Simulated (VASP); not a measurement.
# Mg2ZnS3 (P31m) in VASP: relaxation of cell and atoms with PBE

Aim: the relaxation of cell and atoms of Mg2ZnS3 with PBE.

All numbers are computed with VASP 6.6.1; they aren't measurements. Logs are shortened: lines on timing, memory, paths and dates and some standing lists are left out, and cuts for length are marked.

### Step 1. The cell of the first run

It takes space group P31m (No. 157, trigonal). Conventional cell: a = 6.636 Å, b = 6.636 Å, c = 6.267 Å, α = 90.00°, β = 90.00°, γ = 120.00°. Mg (site symmetry m) has 4 S at 2.33 to 2.41 Å within 3.1 Å. Mg (site symmetry 3m) has 4 S at 2.33 to 2.41 Å within 3.1 Å. Zn (site symmetry 3) has 4 S at 2.33 to 2.41 Å within 3.1 Å. S (site symmetry m) has 2 Mg at 2.33 to 2.41 Å and 2 Zn at 2.33 Å within 3.1 Å. S (site symmetry 3) has 3 Mg at 2.33 Å and 1 Zn at 2.41 Å within 3.1 Å. Within 3.1 Å of S (site symmetry 3m) lie 4 Mg at 2.33 to 2.41 Å.

### Step 2. Relaxation of cell and atoms, PBE

Input file INCAR:

```
PREC = Accurate
ENCUT = 600
EDIFF = 1E-6
ISMEAR = 0
SIGMA = 0.1
LREAL = False
LASPH = True
NELM = 60
ALGO = Normal
ISIF = 3
LWAVE = False
LCHARG = False
GGA = PE
IBRION = 2
NSW = 90
EDIFFG = -0.04
```

Input file KPOINTS:

```
regular mesh
0
Gamma
  3 3 4
```

Input file POSCAR:

```
Mg2ZnS3
1.0
    6.6355195900      0.0000000000      0.0000000000
   -3.3177598000      5.7465285300      0.0000000000
    0.0000000000      0.0000000000      6.2667492900
Mg Zn S
4 2 6
Direct
    0.3333333300      0.3333333300      0.0000000000
    0.0000000000      0.6666666700      0.0000000000
    0.6666666700      0.0000000000      0.0000000000
    0.0000000000      0.0000000000      0.5000000000
    0.6666666700      0.3333333300      0.5000000000
    0.3333333300      0.6666666700      0.5000000000
    0.3333333300      0.3333333300      0.3849999900
    0.0000000000      0.6666666700      0.3849999900
    0.6666666700      0.0000000000      0.3849999900
    0.6666666700      0.3333333300      0.8849999900
    0.3333333300      0.6666666700      0.8849999900
    0.0000000000      0.0000000000      0.8849999900
```

Potentials or basis: VASP PAW PBE potentials, release 64 (Mg, Zn, S).

Launch:

```
$ cat potpaw_PBE.64/Mg/POTCAR potpaw_PBE.64/Zn/POTCAR potpaw_PBE.64/S/POTCAR > POTCAR
$ mpirun -np 1 vasp_std > vasp.out
```

OUTCAR:

```text
PREC = Accurate
   ENCUT = 600
   EDIFF = 1E-6
   ISMEAR = 0
   LREAL = False
   LASPH = True
   NELM = 60
   ISIF = 3
   GGA = PE
   IBRION = 2
   NSW = 90
   EDIFFG = -0.04

 ion  position               nearest neighbor table
   1  0.333  0.333  0.000-  12 2.33  10 2.33  11 2.33   7 2.41
   2  0.000  0.667  0.000-  11 2.33  12 2.33  10 2.33   8 2.41
   3  0.667  0.000  0.000-  12 2.33  10 2.33  11 2.33   9 2.41
   4  0.000  0.000  0.500-   7 2.33   9 2.33   8 2.33  12 2.41
   5  0.667  0.333  0.500-   9 2.33   8 2.33   7 2.33  10 2.41
   6  0.333  0.667  0.500-   8 2.33   9 2.33   7 2.33  11 2.41
   7  0.333  0.333  0.385-   4 2.33   5 2.33   6 2.33   1 2.41
   8  0.000  0.667  0.385-   6 2.33   4 2.33   5 2.33   2 2.41
   9  0.667  0.000  0.385-   4 2.33   5 2.33   6 2.33   3 2.41
  10  0.667  0.333  0.885-   3 2.33   2 2.33   1 2.33   5 2.41
  11  0.333  0.667  0.885-   2 2.33   3 2.33   1 2.33   6 2.41
  12  0.000  0.000  0.885-   1 2.33   3 2.33   2 2.33   4 2.41

  LATTYP: Found a hexagonal cell.
 ALAT       =     6.6355195900
 C/A-ratio  =     0.9444248043

  Lattice vectors:

 A1 = (   6.6355195900,   0.0000000000,   0.0000000000)
 A2 = (  -3.3177598000,   5.7465285300,   0.0000000000)
 A3 = (   0.0000000000,   0.0000000000,   6.2667492900)

Analysis of symmetry for initial positions (statically):
=====================================================================
 Subroutine PRICEL returns:
 Original cell was already a primitive cell.

 Routine SETGRP: Setting up the symmetry group for a
 hexagonal supercell.

 Subroutine GETGRP returns: Found  6 space group operations
 (whereof  6 operations were pure point group operations)
 out of a pool of 24 trial point group operations.

The static configuration has the point symmetry C_3v.

Analysis of symmetry for dynamics (positions and initial velocities):
=====================================================================
 Subroutine PRICEL returns:
 Original cell was already a primitive cell.

 Routine SETGRP: Setting up the symmetry group for a
 hexagonal supercell.

 Subroutine GETGRP returns: Found  6 space group operations
 (whereof  6 operations were pure point group operations)
 out of a pool of 24 trial point group operations.

The dynamic configuration has the point symmetry C_3v.

 Subroutine INISYM returns: Found  6 space group operations
 (whereof  6 operations are pure point group operations),
 and found     1 'primitive' translations

----------------------------------------------------------------------------------------

                                     Primitive cell

  volume of cell :     238.9587

  direct lattice vectors                    reciprocal lattice vectors
     6.635519590  0.000000000  0.000000000     0.150704099  0.087009052  0.000000000
    -3.317759800  5.746528530  0.000000000     0.000000000  0.174018104  0.000000000
     0.000000000  0.000000000  6.266749290     0.000000000  0.000000000  0.159572364

  length of vectors
     6.635519590  6.635519591  6.266749290     0.174018104  0.174018104  0.159572364

  position of ions in fractional coordinates (direct lattice)
     0.333333330  0.333333330  0.000000000
     0.000000000  0.666666670  0.000000000
     0.666666670  0.000000000  0.000000000
     0.000000000  0.000000000  0.500000000
     0.666666670  0.333333330  0.500000000
     0.333333330  0.666666670  0.500000000
     0.333333330  0.333333330  0.384999990
     0.000000000  0.666666670  0.384999990
     0.666666670  0.000000000  0.384999990
     0.666666670  0.333333330  0.884999990
     0.333333330  0.666666670  0.884999990
     0.000000000  0.000000000  0.884999990

  ion indices of the primitive-cell ions
   primitive index   ion index
                 1           1
                 2           2
                 3           3
                 4           4
                 5           5
                 6           6
                 7           7
                 8           8
                 9           9
                10          10
                11          11
                12          12

----------------------------------------------------------------------------------------

 KPOINTS: regular mesh

Automatic generation of k-mesh.
 Grid dimensions read from file:
 generate k-points for:    3    3    4

 Generating k-lattice:

  Cartesian coordinates                     Fractional coordinates (reciprocal lattice)
     0.050234700  0.029003017  0.000000000     0.333333333  0.000000000  0.000000000
     0.000000000  0.058006035  0.000000000     0.000000000  0.333333333  0.000000000
     0.000000000  0.000000000  0.039893091     0.000000000  0.000000000  0.250000000

  Length of vectors
     0.058006035  0.058006035  0.039893091

  Shift w.r.t. Gamma in fractional coordinates (k-lattice)
     0.000000000  0.000000000  0.000000000

 Subroutine IBZKPT returns following result:
 ===========================================

 Found     10 irreducible k-points:

 Following reciprocal coordinates:
            Coordinates               Weight
  0.000000  0.000000  0.000000      1.000000
  0.333333  0.000000  0.000000      6.000000
  0.333333  0.333333  0.000000      2.000000
  0.000000  0.000000  0.250000      2.000000
  0.333333  0.000000  0.250000     12.000000
  0.333333  0.333333  0.250000      2.000000
 -0.333333 -0.333333  0.250000      2.000000
  0.000000  0.000000  0.500000      1.000000
  0.333333  0.000000  0.500000      6.000000
  0.333333  0.333333  0.500000      2.000000
   k-points           NKPTS =     10   k-points in BZ     NKDIM =     10   number of bands    NBANDS=     41
   number of dos      NEDOS =    301   number of ions     NIONS =     12
   total plane-waves  NPLWV = 145800
   dimension x,y,z NGX =    54 NGY =   54 NGZ =   50
   dimension x,y,z NGXF=   108 NGYF=  108 NGZF=  100
   ions per type =               4   2   6
   NGX,Y,Z   is equivalent  to a cutoff of  13.53, 13.53, 13.26 a.u.
   NGXF,Y,Z  is equivalent  to a cutoff of  27.06, 27.06, 26.53 a.u.
 SYSTEM =  unknown system
   PREC   = accura    normal or accurate (medium, high low for compatibility)
   ISTART =      0    job   : 0-new  1-cont  2-samecut
   ICHARG =      2    charge: 1-file 2-atom 10-const
   ISPIN  =      1    spin polarized calculation?
   LNONCOLLINEAR =      F non collinear calculations
   LSORBIT =      F    spin-orbit coupling
   LASPH  =      T    aspherical Exc in radial PAW
   ENCUT  =  600.0 eV  44.10 Ry    6.64 a.u.  13.25 13.25 12.52*2*pi/ulx,y,z
   NELM   =     60;   NELMIN=  2; NELMDL= -5     # of ELM steps
   EDIFF  = 0.1E-05   stopping-criterion for ELM
   LREAL  =      F    real-space projection
   EDIFFG = -.4E-01   stopping-criterion for IOM
   NSW    =     90    number of steps for IOM
   IBRION =      2    ionic relax: 0-MD 1-quasi-New 2-CG
   NFREE  =      1    steps in history (QN), initial steepest desc. (CG)
   ISIF   =      3    stress and relaxation
   ISYM   =      2    0-nonsym 1-usesym 2-fastsym
   POTIM  = 0.5000    time-step for ionic-motion
   TEBEG  =    0.0;   TEEND  =   0.0 temperature during run
   PSTRESS=    0.0 pullay stress
   NELECT =      68.0000    total number of electrons
   NUPDOWN=      -1.0000    fix difference up-down
   EMIN   =  10.00;   EMAX   =-10.00  energy-range for DOS
   EFERMI =   0.00;   METHOD = LEGACY
   ISMEAR =     0;   SIGMA  =   0.10  broadening in eV -4-tet -1-fermi 0-gaus
   EFERMI_NEDOS =   21; number of points for ismear=-14 and -15
   IALGO  =     38    algorithm
   IMIX   =      4    mixing-type and parameters
     AMIX     =   0.40;   BMIX     =  1.00
     AMIX_MAG =   1.60;   BMIX_MAG =  1.00
  volume/ion in A,a.u.               =      19.91       134.38
  Fermi-wavevector in a.u.,A,eV,Ry     =   1.076804  2.034865 15.776063  1.159508
  Thomas-Fermi vector in A             =   2.212699
   LORBIT       =      0    0 simple, 1 ext, 2 COOP (PROOUT), +10 PAW based schemes
   GGA     = PE    functional components
   LHFCALC =     F    Hartree Fock is set to
   AEXX    =    0.0000 exact exchange contribution
   IVDW    =     0    specifies the selected vdW correction
   LEPSILON=     F    determine dielectric tensor
   LRPA    =     F    only Hartree local field effects (RPA)
 conjugate gradient relaxation of ions
 non-spin polarized calculation
 Gauss-broadening in eV      SIGMA  =   0.10
  energy-cutoff  :      600.00
  volume of cell :      238.96
 maximum number of plane-waves:      7985
 NGX is ok and might be reduce to    54
   NGX = 27   NGY = 27   NGZ = 25

--------------------------------------- Ionic step        1  -------------------------------------------

 number of electron      67.9999998 magnetization

 Free energy of the ion-electron system (eV)
  ---------------------------------------------------
  ext. energy  EPLUGINS =         0.00000000
  ---------------------------------------------------
  free energy    TOTEN  =       -46.75169256 eV

  energy without entropy =      -46.75169256  energy(sigma->0) =      -46.75169256

------------------------ aborting loop because EDIFF is reached ----------------------------------------

  FORCE on cell =-STRESS in cart. coord.  units (eV):
  Direction    XX          YY          ZZ          XY          YZ          ZX
  --------------------------------------------------------------------------------------
  -------------------------------------------------------------------------------------
  Total       14.0137473     14.0137473      7.7303527     -0.0000000     -0.0000000      0.0000000
  in kB       93.9597906     93.9597905     51.8306991     -0.0000001     -0.0000000      0.0000000
  external PRESSURE =      79.9167601 kB  Pullay stress =       0.0000000 kB
[... 261 lines left out ...]
  energy  without entropy=      -47.5336661540  energy(sigma->0) =      -47.53366615

--------------------------------------- Ionic step        7  -------------------------------------------

 number of electron      68.0000053 magnetization

 Free energy of the ion-electron system (eV)
  ---------------------------------------------------
  ext. energy  EPLUGINS =         0.00000000
  ---------------------------------------------------
  free energy    TOTEN  =       -47.53441222 eV

  energy without entropy =      -47.53441222  energy(sigma->0) =      -47.53441222

 E-fermi :   1.7316     XC(G=0):  -8.6716

 val. band max:        1.2946041870   @ k =   0.0000   0.0000   0.0000
 cond. band min:       4.0817796980   @ k =   0.0000   0.0000   0.0000
 fundamental gap:      2.7871755110
 Fermi energy:         1.7316035949

 k-point     1 :       0.0000    0.0000    0.0000
  band No.  band energies     occupation
      1     -10.5590      2.00000
      2      -9.7771      2.00000
      3      -9.7081      2.00000
      4      -9.7081      2.00000
      5      -9.6142      2.00000
      6      -9.5152      2.00000
[... 468 lines left out ...]
  FREE ENERGIE OF THE ION-ELECTRON SYSTEM (eV)
  ---------------------------------------------------
  free  energy   TOTEN  =       -47.5344122245 eV

  energy  without entropy=      -47.5344122245  energy(sigma->0) =      -47.53441222

 reached required accuracy - stopping structural energy minimisation
```

Run time: 5.7 min. Hardware: 1 thread of Intel Xeon 6975P-C (Granite Rapids), shared host; peak memory 0.46 GiB.

Results:

```
Free energy                            : -47.5344 eV
Relaxed volume                         : 22.17 Å³/atom
Relaxed cell                           : a = 6.905 Å, b = 6.905 Å, c = 6.442 Å, α = 90.00°, β = 90.00°, γ = 120.00°
Space group after relaxing (to 0.05 Å) : P31m (No. 157)
Energy gained by relaxing              : 65.2 meV/atom
Ionic steps                            : 7
Pressure after relaxing                : -0.2 GPa
Largest force after relaxing           : 0.026 eV/Å
Band gap on the k mesh                 : 2.79 eV, direct
```

Forces on the atoms (eV/Å):
```
Mg   0.009  0.016  0.018
Mg   0.009 -0.016  0.018
Mg  -0.019  0.000  0.018
Mg   0.000  0.000  0.023
Zn   0.000  0.000  0.009
Zn   0.000  0.000  0.009
S   -0.001 -0.001 -0.021
S   -0.001  0.001 -0.021
S    0.001  0.000 -0.021
S    0.000  0.000 -0.015
S    0.000  0.000 -0.015
S    0.000  0.000 -0.002
```

The path:
| step | energy change (eV) | largest force (eV/Å) | pressure (GPa) | volume (Å³) |
| --- | --- | --- | --- | --- |
| 1 | 0.0000 | 0.9235 | 7.99 | 238.96 |
| 2 | -0.6823 | 0.2898 | -1.97 | 274.93 |
| 3 | -0.7340 | 0.3634 | -0.23 | 266.38 |
| 4 | -0.7622 | 0.2234 | -0.11 | 265.76 |
| 5 | -0.7789 | 0.1072 | 0.11 | 264.83 |
| 6 | -0.7820 | 0.0622 | -0.04 | 265.49 |
| 7 | -0.7827 | 0.0259 | -0.17 | 266.04 |

Final structure:
```yaml
crystal:
  lattice:
    - [6.90537, 0.00000, 0.00000]
    - [-3.45268, 5.98022, 0.00000]
    - [0.00000, 0.00000, 6.44222]
  atoms:
    - { symbol: Mg, position: [0.33609, 0.33609, 0.00215] }
    - { symbol: Mg, position: [0.00000, 0.66391, 0.00215] }
    - { symbol: Mg, position: [0.66391, 0.00000, 0.00215] }
    - { symbol: Mg, position: [0.00000, 0.00000, 0.50264] }
    - { symbol: Zn, position: [0.66667, 0.33333, 0.50480] }
    - { symbol: Zn, position: [0.33333, 0.66667, 0.50480] }
    - { symbol: S, position: [0.34402, 0.34402, 0.38702] }
    - { symbol: S, position: [0.00000, 0.65598, 0.38702] }
    - { symbol: S, position: [0.65598, 0.00000, 0.38702] }
    - { symbol: S, position: [0.66667, 0.33333, 0.87236] }
    - { symbol: S, position: [0.33333, 0.66667, 0.87236] }
    - { symbol: S, position: [0.00000, 0.00000, 0.88553] }
```

Levels at points of the mesh, in eV from the valence-band top:
```csv
k point,band 32,band 33,band 34,band 35,band 36,band 37
"(0.00, 0.00, 0.00)",-0.02,-0.02,0.00,2.79,4.25,4.70
"(0.00, 0.00, 0.50)",-0.51,-0.17,-0.17,3.86,4.71,4.86
```

Expect the measured gap to be larger: semilocal functionals such as PBE lack the derivative discontinuity.
